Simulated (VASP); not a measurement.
# Hf3C2 (P-3m1) in VASP: density of states with PBE

Aim: the density of states of Hf3C2 with PBE.

Program: VASP 6.6.1. These are calculated values, not measurements. Logs are shortened: lines on timing, memory, paths and dates and some standing lists are left out, and cuts for length are marked.

**1. The cell of the first run**

It takes space group P-3m1 (No. 164, trigonal). Conventional cell: a = 3.305 Å, b = 3.305 Å, c = 7.932 Å, α = 90.00°, β = 90.00°, γ = 120.00°. Hf (site symmetry -3m) has 6 C at 2.35 Å within 3.1 Å. Hf (site symmetry 3m) has 3 C at 2.24 Å within 3.0 Å. Within 3.0 Å of C (site symmetry 3m) lie 6 Hf at 2.24 to 2.35 Å.

**2. Density of states, PBE**

Input file POSCAR:

```
Hf3C2
1.0
    3.3046401611      0.0000000000      0.0000000000
   -1.6523200805      2.8619023298      0.0000000000
    0.0000000000      0.0000000000      7.9324200619
Hf C
3 2
Direct
    0.0000000000      0.0000000000      0.0000000000
    0.3333333333      0.6666666667      0.6782501655
    0.6666666667      0.3333333333      0.3217498345
    0.3333333333      0.6666666667      0.1739057285
    0.6666666667      0.3333333333      0.8260942715
```

Input file INCAR.step1:

```
PREC = Accurate
ENCUT = 520
EDIFF = 1E-7
ISMEAR = 0
SIGMA = 0.1
LREAL = F
LASPH = T
NELM = 80
ALGO = Normal
ISIF = 2
LWAVE = F
LCHARG = T
LMAXMIX = 4
GGA = PE
NBANDS = 27
```

Input file KPOINTS.step1:

```
regular mesh
0
Gamma
  12 12 6
```

Input file INCAR.step2:

```
PREC = Accurate
ENCUT = 520
EDIFF = 1E-7
ISMEAR = -5
SIGMA = 0.1
LREAL = F
LASPH = T
NELM = 80
ALGO = Normal
ISIF = 2
LWAVE = F
LCHARG = F
LMAXMIX = 4
GGA = PE
LORBIT = 11
NBANDS = 27
NEDOS = 2001
ICHARG = 11
```

Input file KPOINTS.step2:

```
regular mesh
0
Gamma
  18 18 9
```

Potentials or basis: VASP PAW PBE potentials, release 64 (Hf_pv, C).

Started as:

```sh
$ cat potpaw_PBE.64/Hf_pv/POTCAR potpaw_PBE.64/C/POTCAR > POTCAR
$ cp INCAR.step1 INCAR
$ cp KPOINTS.step1 KPOINTS
$ mpirun -np 1 vasp_std > vasp.out
$ cp INCAR.step2 INCAR
$ cp KPOINTS.step2 KPOINTS
$ mpirun -np 1 vasp_std > vasp.out
```

OUTCAR:

```text
PREC = Accurate
   ENCUT = 520
   EDIFF = 1E-7
   ISMEAR = -5
   LREAL = F
   LASPH = T
   NELM = 80
   ISIF = 2
   GGA = PE
   LORBIT = 11
   ICHARG = 11

 ion  position               nearest neighbor table
   1  0.000  0.000  0.000-   4 2.35   5 2.35   4 2.35   5 2.35   5 2.35   4 2.35   2 3.19   3 3.19
                             2 3.19   3 3.19   2 3.19   3 3.19
   2  0.333  0.667  0.678-   5 2.24   5 2.24   5 2.24   1 3.19   1 3.19   1 3.19   3 3.41   3 3.41
                             3 3.41
   3  0.667  0.333  0.322-   4 2.24   4 2.24   4 2.24   1 3.19   1 3.19   1 3.19   2 3.41   2 3.41
                             2 3.41
   4  0.333  0.667  0.174-   3 2.24   3 2.24   3 2.24   1 2.35   1 2.35   1 2.35
   5  0.667  0.333  0.826-   2 2.24   2 2.24   2 2.24   1 2.35   1 2.35   1 2.35

  LATTYP: Found a hexagonal cell.
 ALAT       =     3.3046401611
 C/A-ratio  =     2.4003884463

  Lattice vectors:

 A1 = (   3.3046401611,   0.0000000000,   0.0000000000)
 A2 = (  -1.6523200805,   2.8619023298,   0.0000000000)
 A3 = (   0.0000000000,   0.0000000000,   7.9324200619)

Analysis of symmetry for initial positions (statically):
=====================================================================
 Subroutine PRICEL returns:
 Original cell was already a primitive cell.

 Routine SETGRP: Setting up the symmetry group for a
 hexagonal supercell.

 Subroutine GETGRP returns: Found 12 space group operations
 (whereof 12 operations were pure point group operations)
 out of a pool of 24 trial point group operations.

The static configuration has the point symmetry D_3d.

Analysis of symmetry for dynamics (positions and initial velocities):
=====================================================================
 Subroutine PRICEL returns:
 Original cell was already a primitive cell.

 Routine SETGRP: Setting up the symmetry group for a
 hexagonal supercell.

 Subroutine GETGRP returns: Found 12 space group operations
 (whereof 12 operations were pure point group operations)
 out of a pool of 24 trial point group operations.

The dynamic configuration has the point symmetry D_3d.

 Subroutine INISYM returns: Found 12 space group operations
 (whereof 12 operations are pure point group operations),
 and found     1 'primitive' translations

----------------------------------------------------------------------------------------

                                     Primitive cell

  volume of cell :      75.0213

  direct lattice vectors                    reciprocal lattice vectors
     3.304640161  0.000000000  0.000000000     0.302604808  0.174708967  0.000000000
    -1.652320081  2.861902330  0.000000000     0.000000000  0.349417934  0.000000000
     0.000000000  0.000000000  7.932420062     0.000000000  0.000000000  0.126064933

  length of vectors
     3.304640161  3.304640161  7.932420062     0.349417934  0.349417934  0.126064933

  position of ions in fractional coordinates (direct lattice)
     0.000000000  0.000000000  0.000000000
     0.333333333  0.666666667  0.678250166
     0.666666667  0.333333333  0.321749834
     0.333333333  0.666666667  0.173905729
     0.666666667  0.333333333  0.826094271

  ion indices of the primitive-cell ions
   primitive index   ion index
                 1           1
                 2           2
                 3           3
                 4           4
                 5           5

----------------------------------------------------------------------------------------

 KPOINTS: regular mesh

Automatic generation of k-mesh.
 Grid dimensions read from file:
 generate k-points for:   18   18    9

 Generating k-lattice:

  Cartesian coordinates                     Fractional coordinates (reciprocal lattice)
     0.016811378  0.009706054  0.000000000     0.055555556  0.000000000  0.000000000
     0.000000000  0.019412107  0.000000000     0.000000000  0.055555556  0.000000000
     0.000000000  0.000000000  0.014007215     0.000000000  0.000000000  0.111111111

  Length of vectors
     0.019412107  0.019412107  0.014007215

  Shift w.r.t. Gamma in fractional coordinates (k-lattice)
     0.000000000  0.000000000  0.000000000

 TETIRR: Found   4263 inequivalent tetrahedra from    17496

 Subroutine IBZKPT returns following result:
 ===========================================

 Found    293 irreducible k-points:

 Following reciprocal coordinates:
            Coordinates               Weight
  0.000000  0.000000  0.000000      1.000000
  0.055556  0.000000  0.000000      6.000000
  0.111111  0.000000  0.000000      6.000000
  0.166667  0.000000  0.000000      6.000000
  0.222222 -0.000000  0.000000      6.000000
  0.277778  0.000000  0.000000      6.000000
[... 16 lines left out ...]
  0.333333  0.111111  0.000000     12.000000
  0.388889  0.111111  0.000000     12.000000
 [... further k-points ...]
   k-points           NKPTS =    293   k-points in BZ     NKDIM =    293   number of bands    NBANDS=     27
   number of dos      NEDOS =   2001   number of ions     NIONS =      5
   total plane-waves  NPLWV =  47040
   dimension x,y,z NGX =    28 NGY =   28 NGZ =   60
   dimension x,y,z NGXF=    56 NGYF=   56 NGZF=  120
   ions per type =               3   2
   NGX,Y,Z   is equivalent  to a cutoff of  14.09, 14.09, 12.57 a.u.
   NGXF,Y,Z  is equivalent  to a cutoff of  28.17, 28.17, 25.15 a.u.
 SYSTEM =  unknown system
   PREC   = accura    normal or accurate (medium, high low for compatibility)
   ISTART =      0    job   : 0-new  1-cont  2-samecut
   ICHARG =     11    charge: 1-file 2-atom 10-const
   ISPIN  =      1    spin polarized calculation?
   LNONCOLLINEAR =      F non collinear calculations
   LSORBIT =      F    spin-orbit coupling
   LASPH  =      T    aspherical Exc in radial PAW
   ENCUT  =  520.0 eV  38.22 Ry    6.18 a.u.   6.14  6.14 14.75*2*pi/ulx,y,z
   NELM   =     80;   NELMIN=  2; NELMDL=  0     # of ELM steps
   EDIFF  = 0.1E-06   stopping-criterion for ELM
   LREAL  =      F    real-space projection
   EDIFFG = 0.1E-05   stopping-criterion for IOM
   NSW    =      0    number of steps for IOM
   IBRION =     -1    ionic relax: 0-MD 1-quasi-New 2-CG
   NFREE  =      0    steps in history (QN), initial steepest desc. (CG)
   ISIF   =      2    stress and relaxation
   ISYM   =      2    0-nonsym 1-usesym 2-fastsym
   POTIM  = 0.5000    time-step for ionic-motion
   TEBEG  =    0.0;   TEEND  =   0.0 temperature during run
   PSTRESS=    0.0 pullay stress
   NELECT =      38.0000    total number of electrons
   NUPDOWN=      -1.0000    fix difference up-down
   EMIN   =  10.00;   EMAX   =-10.00  energy-range for DOS
   EFERMI =   0.00;   METHOD = LEGACY
   ISMEAR =    -5;   SIGMA  =   0.10  broadening in eV -4-tet -1-fermi 0-gaus
   EFERMI_NEDOS =   21; number of points for ismear=-14 and -15
   IALGO  =     38    algorithm
   IMIX   =      4    mixing-type and parameters
     AMIX     =   0.40;   BMIX     =  1.00
     AMIX_MAG =   1.60;   BMIX_MAG =  1.00
  volume/ion in A,a.u.               =      15.00       101.25
  Fermi-wavevector in a.u.,A,eV,Ry     =   1.304992  2.466077 23.170772  1.703004
  Thomas-Fermi vector in A             =   2.435891
   LORBIT       =     11    0 simple, 1 ext, 2 COOP (PROOUT), +10 PAW based schemes
   GGA     = PE    functional components
   LHFCALC =     F    Hartree Fock is set to
   AEXX    =    0.0000 exact exchange contribution
   IVDW    =     0    specifies the selected vdW correction
   LEPSILON=     F    determine dielectric tensor
   LRPA    =     F    only Hartree local field effects (RPA)
 non-spin polarized calculation
 Fermi weights with tetrahedron method with Bloechl corrections
  energy-cutoff  :      520.00
  volume of cell :       75.02
 maximum number of plane-waves:      2042
 NGX is ok and might be reduce to    28

 number of electron      38.0000001 magnetization

 Free energy of the ion-electron system (eV)
  ---------------------------------------------------
  ext. energy  EPLUGINS =         0.00000000
  ---------------------------------------------------
  free energy    TOTEN  =       -52.15059480 eV

  energy without entropy =      -52.15059480  energy(sigma->0) =      -52.15059480

 E-fermi :   5.6423     XC(G=0): -11.7674

 val. band max:        5.6737412458   @ k =   0.1111   0.1111   0.1111
 cond. band min:       5.6114824717   @ k =  -0.1667   0.3889   0.4444
 fundamental gap:     -0.0622587741
 Fermi energy:         5.6422817877

 k-point     1 :       0.0000    0.0000    0.0000
  band No.  band energies     occupation
      1     -25.0046      2.00000
      2     -24.9952      2.00000
      3     -24.6057      2.00000
      4     -24.6057      2.00000
      5     -24.5856      2.00000
      6     -24.5856      2.00000
[... 19 lines left out ...]
     26       8.8632      0.00000
     27       9.5606      0.00000

 k-point     2 :       0.0556    0.0000    0.0000
  band No.  band energies     occupation
      1     -25.0018      2.00000
      2     -24.9928      2.00000
      3     -24.6195      2.00000
      4     -24.6101      2.00000
      5     -24.5994      2.00000
      6     -24.5881      2.00000
[... 19 lines left out ...]
     26       9.3361      0.00000
     27       9.8312      0.00000

 k-point     3 :       0.1111    0.0000    0.0000
  band No.  band energies     occupation
      1     -24.9946      2.00000
      2     -24.9861      2.00000
      3     -24.6579      2.00000
      4     -24.6394      2.00000
      5     -24.6226      2.00000
      6     -24.5958      2.00000
[... 594 lines left out ...]
      1     -25.0650      2.00000
      2     -25.0132      2.00000
      3     -24.9455      2.00000
      4     -24.7930      2.00000
      5     -24.7537      2.00000
      6     -24.7121      2.00000
[... 19 lines left out ...]
     26      10.8724      0.00000
     27      11.0406      0.00000

 k-point    24 :       0.3889    0.1111    0.0000
  band No.  band energies     occupation
      1     -25.0848      2.00000
      2     -25.0509      2.00000
      3     -24.9523      2.00000
      4     -24.7878      2.00000
      5     -24.7657      2.00000
      6     -24.7243      2.00000
[... 19 lines left out ...]
     26      10.6582      0.00000
     27      11.4142      0.00000

 [... further k-points ...]

------------------------ aborting loop because EDIFF is reached ----------------------------------------

  FORCE on cell =-STRESS in cart. coord.  units (eV):
  Direction    XX          YY          ZZ          XY          YZ          ZX
  --------------------------------------------------------------------------------------
  -------------------------------------------------------------------------------------
  Total       -0.3337407     -0.3337407     -0.3393840     -0.0000000     -0.0000000     -0.0000000
  in kB       -7.1274643     -7.1274643     -7.2479835     -0.0000000     -0.0000000     -0.0000000
  external PRESSURE =      -7.1676374 kB  Pullay stress =       0.0000000 kB

 VOLUME and BASIS-vectors are now :
 -----------------------------------------------------------------------------
  energy-cutoff  :      520.00
  volume of cell :       75.02
      direct lattice vectors                 reciprocal lattice vectors
     3.304640161  0.000000000  0.000000000     0.302604808  0.174708967  0.000000000
    -1.652320081  2.861902330  0.000000000     0.000000000  0.349417934  0.000000000
     0.000000000  0.000000000  7.932420062     0.000000000  0.000000000  0.126064933

 POSITION                                       TOTAL-FORCE (eV/Angst)
 -----------------------------------------------------------------------------------
      0.00000      0.00000      0.00000         0.000000      0.000000      0.000000
     -0.00000      1.90793      5.38017         0.000000      0.000000      0.032149
      1.65232      0.95397      2.55225        -0.000000     -0.000000     -0.032149
     -0.00000      1.90793      1.37949        -0.000000     -0.000000     -0.017422
      1.65232      0.95397      6.55293         0.000000      0.000000      0.017422
 -----------------------------------------------------------------------------------
    total drift:                               -0.000000      0.000000     -0.000000

  FREE ENERGIE OF THE ION-ELECTRON SYSTEM (eV)
  ---------------------------------------------------
  free  energy   TOTEN  =       -52.1505947965 eV

  energy  without entropy=      -52.1505947965  energy(sigma->0) =      -52.15059480

 total charge

# of ion       s       p       d       tot
------------------------------------------
    1        0.301   6.593   1.680   8.575
    2        0.338   6.514   1.633   8.485
    3        0.338   6.514   1.633   8.485
    4        0.875   1.529   0.000   2.404
    5        0.875   1.529   0.000   2.404
--------------------------------------------------
tot          2.727  22.680   4.946  30.352
```

It took 7.9 min on 1 thread of Intel Xeon 6975P-C, shared host; peak memory 0.56 GiB.

What came out:

```
Valence electrons inside the program's atomic spheres : Hf 8.57, 8.48; C 2.40
```

Caveat: spin-orbit coupling is left out, which moves the levels of the heavy elements; tetrahedron occupations give inexact forces and stress in metals.
